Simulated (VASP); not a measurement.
# K2SnBr4 (P1) in VASP: single point with PBEsol

Aim: the single point of K2SnBr4 with PBEsol.

Everything below comes from runs of VASP 6.6.1. Logs are shortened: lines on timing, memory, paths and dates and some standing lists are left out, and cuts for length are marked.

## 1. The cell of the first run

The typed cell holds 7 atoms: a = 9.205 Å, b = 9.210 Å, c = 9.066 Å, α = 142.75°, β = 143.02°, γ = 55.17°.

## 2. Single point, PBEsol

Input file INCAR:

```
SYSTEM = K2SnBr4
PREC     = Accurate       ! precision mode
ENCUT    = 520            ! plane-wave cutoff, eV
EDIFF    = 1E-6           ! SCF threshold, eV
ISMEAR   = -1             ! smearing method
SIGMA    = 0.05           ! smearing width, eV
LREAL    = .False.        ! projectors in reciprocal space
LASPH    = .True.         ! aspherical terms in the spheres
NELM     = 100            ! most SCF steps
ALGO     = Normal         ! electronic algorithm
ISIF     = 2              ! what is computed and relaxed
LWAVE    = .False.        ! write WAVECAR
LCHARG   = .False.        ! write CHGCAR
GGA      = PS             ! functional
NBANDS   = 39             ! bands
```

Input file KPOINTS:

```
regular mesh
0
Gamma
  4 4 4
  0 0 0
```

Input file POSCAR:

```
K2SnBr4
1.0
   -3.0194558223      3.0028828931      8.1609335504
    3.0327868577     -3.0035500310      8.1607847188
    2.8018759433      2.7896661859     -8.1588800350
K Sn Br
2 1 4
Direct
    0.6828913956      0.5262829290     -0.0807175063
    0.3900630373      0.2337767603     -0.0809975645
   -0.0073140998      0.0252387992      0.0206019737
   -0.0624520262      0.5235474710      0.4642801702
    0.4947835901     -0.0220672648      0.4750409249
    0.8363358275      0.9307215378      0.1238134560
    0.1904504991      0.2853412687      0.1243674746
```

Potentials or basis: VASP PAW PBE potentials, release 64 (K_sv, Sn_d, Br).

Command:

```
$ cat potpaw_PBE.64/K_sv/POTCAR potpaw_PBE.64/Sn_d/POTCAR potpaw_PBE.64/Br/POTCAR > POTCAR
$ mpirun -np 1 vasp_std > vasp.out
```

OUTCAR:

```text
SYSTEM = K2SnBr4
   PREC = Accurate
   ENCUT = 520
   EDIFF = 1E-6
   ISMEAR = -1
   LREAL = .False.
   LASPH = .True.
   NELM = 100
   ISIF = 2
   GGA = PS

 ion  position               nearest neighbor table
   1  0.683  0.526  0.919-   6 3.18
   2  0.390  0.234  0.919-   7 3.18
   3  0.993  0.025  0.021-   5 2.88   4 2.92   6 2.93   7 2.93   5 2.94   4 2.95
   4  0.938  0.524  0.464-   3 2.92   3 2.95
   5  0.495  0.978  0.475-   3 2.88   3 2.94
   6  0.836  0.931  0.124-   3 2.93   1 3.18
   7  0.190  0.285  0.124-   3 2.93   2 3.18

  LATTYP: Found a triclinic cell.
 ALAT       =     5.8385820135
 B/A-ratio  =     1.3559177590
 C/A-ratio  =     1.5766114880
 COS(alpha) =     0.0024172223
 COS(beta)  =     0.3394580395
 COS(gamma) =     0.6832385143

  Lattice vectors:

 A1 = (  -5.8346628010,   0.2138838451,  -0.0019046838)
 A2 = (  -5.6170829220,  -5.5786652339,  -0.0039581992)
 A3 = (  -3.0194558223,   3.0028828931,   8.1609335504)

Analysis of symmetry for initial positions (statically):
=====================================================================
 Subroutine PRICEL returns:
 Original cell was already a primitive cell.

 Routine SETGRP: Setting up the symmetry group for a
 triclinic supercell.

 Subroutine GETGRP returns: Found  1 space group operations
 (whereof  1 operations were pure point group operations)
 out of a pool of  2 trial point group operations.

The static configuration has the point symmetry C_1 .

Analysis of symmetry for dynamics (positions and initial velocities):
=====================================================================
 Subroutine PRICEL returns:
 Original cell was already a primitive cell.

 Routine SETGRP: Setting up the symmetry group for a
 triclinic supercell.

 Subroutine GETGRP returns: Found  1 space group operations
 (whereof  1 operations were pure point group operations)
 out of a pool of  2 trial point group operations.

The dynamic configuration has the point symmetry C_1 .

 Subroutine INISYM returns: Found  1 space group operations
 (whereof  1 operations are pure point group operations),
 and found     1 'primitive' translations

----------------------------------------------------------------------------------------

                                     Primitive cell

[... 101 lines left out ...]
   LREAL  =      F    real-space projection
   EDIFFG = 0.1E-04   stopping-criterion for IOM
   NSW    =      0    number of steps for IOM
   IBRION =     -1    ionic relax: 0-MD 1-quasi-New 2-CG
   NFREE  =      0    steps in history (QN), initial steepest desc. (CG)
   ISIF   =      2    stress and relaxation
   ISYM   =      2    0-nonsym 1-usesym 2-fastsym
   POTIM  = 0.5000    time-step for ionic-motion
   TEBEG  =    0.0;   TEEND  =   0.0 temperature during run
   PSTRESS=    0.0 pullay stress
   NELECT =      60.0000    total number of electrons
   NUPDOWN=      -1.0000    fix difference up-down
   EMIN   =  10.00;   EMAX   =-10.00  energy-range for DOS
   EFERMI =   0.00;   METHOD = LEGACY
   ISMEAR =    -1;   SIGMA  =   0.05  broadening in eV -4-tet -1-fermi 0-gaus
   EFERMI_NEDOS =   21; number of points for ismear=-14 and -15
   IALGO  =     38    algorithm
   IMIX   =      4    mixing-type and parameters
     AMIX     =   0.40;   BMIX     =  1.00
     AMIX_MAG =   1.60;   BMIX_MAG =  1.00
  volume/ion in A,a.u.               =      39.35       265.53
  Fermi-wavevector in a.u.,A,eV,Ry     =   0.985033  1.861443 13.201608  0.970291
  Thomas-Fermi vector in A             =   2.116310
   LORBIT       =      0    0 simple, 1 ext, 2 COOP (PROOUT), +10 PAW based schemes
   GGA     = PS    functional components
   LHFCALC =     F    Hartree Fock is set to
   AEXX    =    0.0000 exact exchange contribution
   IVDW    =     0    specifies the selected vdW correction
   LEPSILON=     F    determine dielectric tensor
   LRPA    =     F    only Hartree local field effects (RPA)
 non-spin polarized calculation
  energy-cutoff  :      520.00
  volume of cell :      275.44
 maximum number of plane-waves:      7442
 NGX is ok and might be reduce to    70
   NGX = 35   NGY = 35   NGZ = 33

 number of electron      60.0000003 magnetization

 Free energy of the ion-electron system (eV)
  ---------------------------------------------------
  ext. energy  EPLUGINS =         0.00000000
  ---------------------------------------------------
  free energy    TOTEN  =       -22.87703544 eV

  energy without entropy =      -22.87703538  energy(sigma->0) =      -22.87703541

 E-fermi :   1.1910     XC(G=0):  -7.2469

 val. band max:        0.4562669346   @ k =  -0.0000   0.0000   0.5000
 cond. band min:       1.9494893485   @ k =  -0.0000   0.0000   0.5000
 fundamental gap:      1.4932224139
 Fermi energy:         1.1910272846

 k-point     1 :       0.0000    0.0000    0.0000
  band No.  band energies     occupation
      1     -29.3581      2.00000
      2     -29.3567      2.00000
      3     -20.8839      2.00000
      4     -20.8582      2.00000
      5     -20.8511      2.00000
      6     -20.8417      2.00000
[... 997 lines left out ...]
     38       6.0584      0.00000
     39       6.5910      0.00000

 [... further k-points ...]

------------------------ aborting loop because EDIFF is reached ----------------------------------------

  FORCE on cell =-STRESS in cart. coord.  units (eV):
  Direction    XX          YY          ZZ          XY          YZ          ZX
  --------------------------------------------------------------------------------------
  -------------------------------------------------------------------------------------
  Total        0.0218743      0.0327136      0.0388089     -0.0076685      0.0000807     -0.0042494
  in kB        0.1272394      0.1902898      0.2257452     -0.0446063      0.0004695     -0.0247183
  external PRESSURE =       0.1810915 kB  Pullay stress =       0.0000000 kB

 VOLUME and BASIS-vectors are now :
 -----------------------------------------------------------------------------
  energy-cutoff  :      520.00
  volume of cell :      275.44
      direct lattice vectors                 reciprocal lattice vectors
    -3.019455822  3.002882893  8.160933550     0.006316279  0.172851099  0.061269965
     3.032786858 -3.003550031  8.160784719     0.171605049  0.006424163  0.061128160
     2.801875943  2.789666186 -8.158880035     0.177962979  0.179320267 -0.000138025

 POSITION                                       TOTAL-FORCE (eV/Angst)
 -----------------------------------------------------------------------------------
      2.10986      3.03442      2.36760         0.003010     -0.001598     -0.001421
      2.10615      3.03286     -2.40695         0.002190     -0.001010      0.000511
     -2.86310      2.96259      8.13912        -0.002983      0.001399     -0.000032
      0.05778      2.53803      8.13582         0.002912      0.002615      0.000531
      2.80289     -0.12629      8.14279        -0.004824     -0.001717      0.000028
      0.64431      0.06135     13.41052         0.000460     -0.000190      0.001373
      0.63878      0.06181      2.86816        -0.000765      0.000500     -0.000990
 -----------------------------------------------------------------------------------
    total drift:                               -0.000765      0.000541     -0.000430

  FREE ENERGIE OF THE ION-ELECTRON SYSTEM (eV)
  ---------------------------------------------------
  free  energy   TOTEN  =       -22.8770354444 eV

  energy  without entropy=      -22.8770353824  energy(sigma->0) =      -22.87703541
```

stdout:

```text
POSCAR found type information on POSCAR K SnBr
 POSCAR found :  3 types and       7 ions
 scaLAPACK will be used
 -----------------------------------------------------------------------------
|                                                                             |
|                                                                             |
|     You enforced a specific xc type in the INCAR file but a different       |
|     I HOPE YOU KNOW WHAT YOU ARE DOING!                                     |
|                                                                             |
 -----------------------------------------------------------------------------

 LDA part: xc-table for (Slater+PW92), standard interpolation
 POSCAR, INCAR and KPOINTS ok, starting setup
 FFT: planning ... GRIDC
 FFT: planning ... GRID_SOFT
 FFT: planning ... GRID
 WAVECAR not read
 entering main loop
```

Run time: 12 min. Hardware: 1 thread of Intel Xeon Platinum 8488C (Sapphire Rapids), shared host; peak memory 0.86 GiB.

Results:

```
Free energy            : -22.8770 eV
Pressure               : 0.0 GPa
Largest force          : 0.005 eV/Å
Band gap on the k mesh : 1.49 eV
```

Forces on the atoms (eV/Å):
```
K    0.003 -0.002 -0.001
K    0.002 -0.001  0.001
Sn  -0.003  0.001  0.000
Br   0.003  0.003  0.001
Br  -0.005 -0.002  0.000
Br   0.000  0.000  0.001
Br  -0.001  0.001 -0.001
```

Caveat: the PAW data sets were made with another functional, which shifts forces and pressure a little; spin-orbit coupling is left out, which moves the levels of the heavy elements.
